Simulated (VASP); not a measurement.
# C (P1) in VASP: single point with LDA

Aim: the single point of C with LDA.

Program: VASP 6.6.1. These are calculated values, not measurements. Logs are shortened: lines on timing, memory, paths and dates and some standing lists are left out, and cuts for length are marked.

## (1) The cell of the first run

The typed cell holds 16 atoms: a = 5.212 Å, b = 5.212 Å, c = 5.212 Å, α = 60.00°, β = 60.00°, γ = 60.00°.

## (2) Single point, LDA

INCAR reads:

```
SYSTEM = C
PREC = Accurate
ENCUT = 520
EDIFF = 1E-7
ISMEAR = -1
SIGMA = 0.24
LREAL = Auto
LASPH = .TRUE.
NELM = 60
ALGO = Normal
ISIF = 2
LWAVE = .FALSE.
LCHARG = .FALSE.
NBANDS = 46
```

KPOINTS reads:

```
Automatic mesh
0
G
  3 3 3
  0 0 0
```

POSCAR reads:

```
C
1.0
    0.0000000000      3.6852400000      3.6852400000
    3.6852400000      0.0000000000      3.6852400000
    3.6852400000      3.6852400000      0.0000000000
C
16
Direct
   -0.0204192943      0.0295638819      0.0282885239
    0.1559599918      0.1492847142      0.1261925953
    0.0067838187      0.0450716914      0.5081894259
    0.0836716198      0.1892549739      0.6689252260
    0.0253172114      0.5486481206      0.0035547210
    0.1165188699      0.6832390835      0.1222715481
   -0.0485721418      0.5651192324      0.5077009910
    0.0990030500      0.6831169747      0.6200545962
    0.4969825574      0.0534293560     -0.0202971855
    0.6153059231      0.1676552952      0.1181876893
    0.4778386211      0.0324944915      0.5048110842
    0.5915761253      0.1647382531      0.6195797289
    0.4913384203      0.5576570318     -0.0166881940
    0.6609745905      0.6439879085      0.1153927560
    0.4657634238      0.5777507028      0.4849480631
    0.5909791493      0.6882591093      0.6128773160
```

Potentials or basis: VASP PAW LDA potentials, release 64 (C).

On the command line:

```console
$ cat potpaw_LDA.64/C/POTCAR > POTCAR
$ mpirun -np 1 vasp_std > vasp.out
```

OUTCAR:

```text
SYSTEM = C
   PREC = Accurate
   ENCUT = 520
   EDIFF = 1E-7
   ISMEAR = -1
   LREAL = Auto
   LASPH = .TRUE.
   NELM = 60
   ISIF = 2

 ion  position               nearest neighbor table
   1  0.980  0.030  0.028-   6 1.48   4 1.54  10 1.56   2 1.69
   2  0.156  0.149  0.126-   9 1.46   3 1.63   1 1.69   5 1.70
   3  0.007  0.045  0.508-   8 1.55   2 1.63   4 1.64  12 1.78
   4  0.084  0.189  0.669-   1 1.54   7 1.61   3 1.64  11 1.70
   5  0.025  0.549  0.004-   6 1.47  14 1.56   8 1.65   2 1.70
   6  0.117  0.683  0.122-   5 1.47   1 1.48  13 1.60   7 1.65
[... 8 lines left out ...]
  15  0.466  0.578  0.485-  16 1.55   8 1.56  14 1.61  12 1.76
  16  0.591  0.688  0.613-  11 1.47   7 1.54  15 1.55  13 1.58

  LATTYP: Found a face centered cubic cell.
 ALAT       =     7.3704800000

  Lattice vectors:

 A1 = (   0.0000000000,   3.6852400000,   3.6852400000)
 A2 = (   3.6852400000,   0.0000000000,   3.6852400000)
 A3 = (   3.6852400000,   3.6852400000,   0.0000000000)

Analysis of symmetry for initial positions (statically):
=====================================================================
 Subroutine PRICEL returns:
 Original cell was already a primitive cell.

 Routine SETGRP: Setting up the symmetry group for a
 face centered cubic supercell.

 Subroutine GETGRP returns: Found  1 space group operations
 (whereof  1 operations were pure point group operations)
 out of a pool of 48 trial point group operations.

The static configuration has the point symmetry C_1 .

Analysis of symmetry for dynamics (positions and initial velocities):
=====================================================================
 Subroutine PRICEL returns:
 Original cell was already a primitive cell.

 Routine SETGRP: Setting up the symmetry group for a
 face centered cubic supercell.

 Subroutine GETGRP returns: Found  1 space group operations
 (whereof  1 operations were pure point group operations)
 out of a pool of 48 trial point group operations.

The dynamic configuration has the point symmetry C_1 .

 Subroutine INISYM returns: Found  1 space group operations
 (whereof  1 operations are pure point group operations),
 and found     1 'primitive' translations

----------------------------------------------------------------------------------------

                                     Primitive cell

  volume of cell :     100.0984

  direct lattice vectors                    reciprocal lattice vectors
     0.000000000  3.685240000  3.685240000    -0.135676374  0.135676374  0.135676374
     3.685240000  0.000000000  3.685240000     0.135676374 -0.135676374  0.135676374
     3.685240000  3.685240000  0.000000000     0.135676374  0.135676374 -0.135676374

  length of vectors
     5.211716389  5.211716389  5.211716389     0.234998373  0.234998373  0.234998373

  position of ions in fractional coordinates (direct lattice)
     0.979580706  0.029563882  0.028288524
     0.155959992  0.149284714  0.126192595
     0.006783819  0.045071691  0.508189426
     0.083671620  0.189254974  0.668925226
     0.025317211  0.548648121  0.003554721
     0.116518870  0.683239083  0.122271548
[... 8 lines left out ...]
     0.465763424  0.577750703  0.484948063
     0.590979149  0.688259109  0.612877316

  ion indices of the primitive-cell ions
   primitive index   ion index
                 1           1
                 2           2
                 3           3
                 4           4
                 5           5
                 6           6
[... 8 lines left out ...]
                15          15
                16          16

----------------------------------------------------------------------------------------

 KPOINTS: Automatic mesh

Automatic generation of k-mesh.
 Grid dimensions read from file:
 generate k-points for:    3    3    3

 Generating k-lattice:

  Cartesian coordinates                     Fractional coordinates (reciprocal lattice)
    -0.045225458  0.045225458  0.045225458     0.333333333  0.000000000  0.000000000
     0.045225458 -0.045225458  0.045225458     0.000000000  0.333333333  0.000000000
     0.045225458  0.045225458 -0.045225458     0.000000000  0.000000000  0.333333333

  Length of vectors
     0.078332791  0.078332791  0.078332791

  Shift w.r.t. Gamma in fractional coordinates (k-lattice)
     0.000000000  0.000000000  0.000000000

 Subroutine IBZKPT returns following result:
 ===========================================

 Found     14 irreducible k-points:

 Following reciprocal coordinates:
            Coordinates               Weight
  0.000000  0.000000  0.000000      1.000000
  0.333333  0.000000  0.000000      2.000000
  0.000000  0.333333  0.000000      2.000000
  0.000000  0.000000  0.333333      2.000000
  0.333333  0.333333  0.333333      2.000000
  0.333333  0.333333  0.000000      2.000000
  0.000000  0.333333  0.333333      2.000000
  0.333333  0.000000  0.333333      2.000000
 -0.333333  0.333333  0.000000      2.000000
  0.000000 -0.333333  0.333333      2.000000
  0.333333  0.000000 -0.333333      2.000000
  0.333333  0.333333 -0.333333      2.000000
 -0.333333  0.333333 -0.333333      2.000000
  0.333333 -0.333333 -0.333333      2.000000
   k-points           NKPTS =     14   k-points in BZ     NKDIM =     14   number of bands    NBANDS=     46
   number of dos      NEDOS =    301   number of ions     NIONS =     16
   total plane-waves  NPLWV =  64000
   dimension x,y,z NGX =    40 NGY =   40 NGZ =   40
   dimension x,y,z NGXF=    80 NGYF=   80 NGZF=   80
   ions per type =              16
   NGX,Y,Z   is equivalent  to a cutoff of  12.76, 12.76, 12.76 a.u.
   NGXF,Y,Z  is equivalent  to a cutoff of  25.52, 25.52, 25.52 a.u.
 SYSTEM =  C
   PREC   = accura    normal or accurate (medium, high low for compatibility)
   ISTART =      0    job   : 0-new  1-cont  2-samecut
   ICHARG =      2    charge: 1-file 2-atom 10-const
   ISPIN  =      1    spin polarized calculation?
   LNONCOLLINEAR =      F non collinear calculations
   LSORBIT =      F    spin-orbit coupling
   LASPH  =      T    aspherical Exc in radial PAW
   ENCUT  =  520.0 eV  38.22 Ry    6.18 a.u.   9.69  9.69  9.69*2*pi/ulx,y,z
   NELM   =     60;   NELMIN=  2; NELMDL= -5     # of ELM steps
   EDIFF  = 0.1E-06   stopping-criterion for ELM
   LREAL  =      T    real-space projection
   EDIFFG = 0.1E-05   stopping-criterion for IOM
   NSW    =      0    number of steps for IOM
   IBRION =     -1    ionic relax: 0-MD 1-quasi-New 2-CG
   NFREE  =      0    steps in history (QN), initial steepest desc. (CG)
   ISIF   =      2    stress and relaxation
   ISYM   =      2    0-nonsym 1-usesym 2-fastsym
   POTIM  = 0.5000    time-step for ionic-motion
   TEBEG  =    0.0;   TEEND  =   0.0 temperature during run
   PSTRESS=    0.0 pullay stress
   NELECT =      64.0000    total number of electrons
   NUPDOWN=      -1.0000    fix difference up-down
   EMIN   =  10.00;   EMAX   =-10.00  energy-range for DOS
   EFERMI =   0.00;   METHOD = LEGACY
   ISMEAR =    -1;   SIGMA  =   0.24  broadening in eV -4-tet -1-fermi 0-gaus
   EFERMI_NEDOS =   21; number of points for ismear=-14 and -15
   IALGO  =     38    algorithm
   IMIX   =      4    mixing-type and parameters
     AMIX     =   0.40;   BMIX     =  1.00
     AMIX_MAG =   1.60;   BMIX_MAG =  1.00
  volume/ion in A,a.u.               =       6.26        42.22
  Fermi-wavevector in a.u.,A,eV,Ry     =   1.410346  2.665168 27.063025  1.989076
  Thomas-Fermi vector in A             =   2.532309
   LORBIT       =      0    0 simple, 1 ext, 2 COOP (PROOUT), +10 PAW based schemes
   GGA     = CA    functional components
   LHFCALC =     F    Hartree Fock is set to
   AEXX    =    0.0000 exact exchange contribution
   IVDW    =     0    specifies the selected vdW correction
   LEPSILON=     F    determine dielectric tensor
   LRPA    =     F    only Hartree local field effects (RPA)
 non-spin polarized calculation
  energy-cutoff  :      520.00
  volume of cell :      100.10
 maximum number of plane-waves:      2733
   NGX = 19   NGY = 19   NGZ = 19

 number of electron      63.9999999 magnetization

 Free energy of the ion-electron system (eV)
  ---------------------------------------------------
  ext. energy  EPLUGINS =         0.00000000
  ---------------------------------------------------
  free energy    TOTEN  =      -155.99486349 eV

  energy without entropy =     -155.99188898  energy(sigma->0) =     -155.99337623

 E-fermi :  10.2070     XC(G=0): -13.0380

 val. band max:        9.0595691115   @ k =   0.0000   0.0000   0.0000
 cond. band min:      11.7014980271   @ k =   0.0000   0.0000   0.0000
 fundamental gap:      2.6419289156
 Fermi energy:        10.2069821527

 k-point     1 :       0.0000    0.0000    0.0000
  band No.  band energies     occupation
      1     -11.8638      2.00000
      2      -7.0665      2.00000
      3      -6.7901      2.00000
      4      -6.5656      2.00000
      5      -6.1217      2.00000
      6      -4.6029      2.00000
[... 36 lines left out ...]
     43      15.2569      0.00000
     44      15.4084      0.00000

 k-point     2 :       0.3333    0.0000    0.0000
  band No.  band energies     occupation
      1     -11.1627      2.00000
      2      -9.1260      2.00000
      3      -6.9182      2.00000
      4      -6.6899      2.00000
      5      -6.4324      2.00000
      6      -5.7672      2.00000
[... 36 lines left out ...]
     43      15.6876      0.00000
     44      15.8561      0.00000

 k-point     3 :       0.0000    0.3333    0.0000
  band No.  band energies     occupation
      1     -11.1933      2.00000
      2      -9.0139      2.00000
      3      -7.1692      2.00000
      4      -6.5099      2.00000
      5      -6.3135      2.00000
      6      -5.7238      2.00000
[... 506 lines left out ...]
     43      16.7617      0.00000
     44      17.0916      0.00000

 k-point    14 :       0.3333   -0.3333   -0.3333
  band No.  band energies     occupation
      1     -10.1350      2.00000
      2      -9.4422      2.00000
      3      -9.0259      2.00000
      4      -7.3740      2.00000
      5      -6.9548      2.00000
      6      -5.3315      2.00000
[... 36 lines left out ...]
     43      16.7663      0.00000
     44      17.0211      0.00000
 [bands above 44 left out]

------------------------ aborting loop because EDIFF is reached ----------------------------------------

  FORCE on cell =-STRESS in cart. coord.  units (eV):
  Direction    XX          YY          ZZ          XY          YZ          ZX
  --------------------------------------------------------------------------------------
  -------------------------------------------------------------------------------------
  Total      -24.3766002    -25.8612233    -23.7231365     -2.2254600     -1.0503371      1.1112049
  in kB     -390.1722632   -413.9351648   -379.7129115    -35.6207499    -16.8117130     17.7859634
  external PRESSURE =    -394.6067798 kB  Pullay stress =       0.0000000 kB

 VOLUME and BASIS-vectors are now :
 -----------------------------------------------------------------------------
  energy-cutoff  :      520.00
  volume of cell :      100.10
      direct lattice vectors                 reciprocal lattice vectors
     0.000000000  3.685240000  3.685240000    -0.135676374  0.135676374  0.135676374
     3.685240000  0.000000000  3.685240000     0.135676374 -0.135676374  0.135676374
     3.685240000  3.685240000  0.000000000     0.135676374  0.135676374 -0.135676374

 POSITION                                       TOTAL-FORCE (eV/Angst)
 -----------------------------------------------------------------------------------
      0.21320      3.71424      3.71894         1.354364     -1.376521      4.096836
      1.01520      1.03980      1.12490         3.897190     -2.258472     -1.992281
      2.03890      1.89780      0.19110         0.674224     -2.842749     -1.740655
      3.16260      2.77350      1.00580        -5.623885     -2.057445     -0.141058
      2.03500      0.10640      2.11520        -2.734207     -3.455017     -4.019596
      2.96850      0.88000      2.94730        -0.341771      2.262124     -1.148417
[... 8 lines left out ...]
      3.91630      3.50360      3.84560        -3.961342      2.061044     -1.746083
      4.79500      4.43650      4.71430        -0.356592      1.869839     -1.342657
 -----------------------------------------------------------------------------------
    total drift:                               -0.005847     -0.002522     -0.006394

  FREE ENERGIE OF THE ION-ELECTRON SYSTEM (eV)
  ---------------------------------------------------
  free  energy   TOTEN  =      -155.9948634888 eV

  energy  without entropy=     -155.9918889775  energy(sigma->0) =     -155.99337623
```

It took 1.7 min on 1 thread of Intel Xeon Platinum 8559C (Emerald Rapids), shared host; peak memory 0.2 GiB.

What came out:

* Free energy: -155.9949 eV
* Pressure: -39.5 GPa
* Largest force: 5.990 eV/Å
* Band gap on the k mesh: 2.64 eV, direct

Forces in eV/Å, atoms in the order of the input:
```
C    1.354 -1.377  4.097
C    3.897 -2.258 -1.992
C    0.674 -2.843 -1.741
C   -5.624 -2.057 -0.141
C   -2.734 -3.455 -4.020
C   -0.342  2.262 -1.148
C   -1.057  3.125  1.704
C    0.970  1.579  1.722
C   -1.845  2.634 -0.235
C    1.314 -0.427 -0.416
C    3.415 -2.004  2.910
C    0.924  2.006  3.826
C    0.108  2.817 -0.537
C    3.263 -3.932 -0.939
C   -3.961  2.061 -1.746
C   -0.357  1.870 -1.343
```

Caveat: the k points lie up to 0.49 Å⁻¹ apart; forces of over 1 eV/Å act on the atoms, so gaps and moduli don't describe the material at rest. A k mesh can miss the band edges.
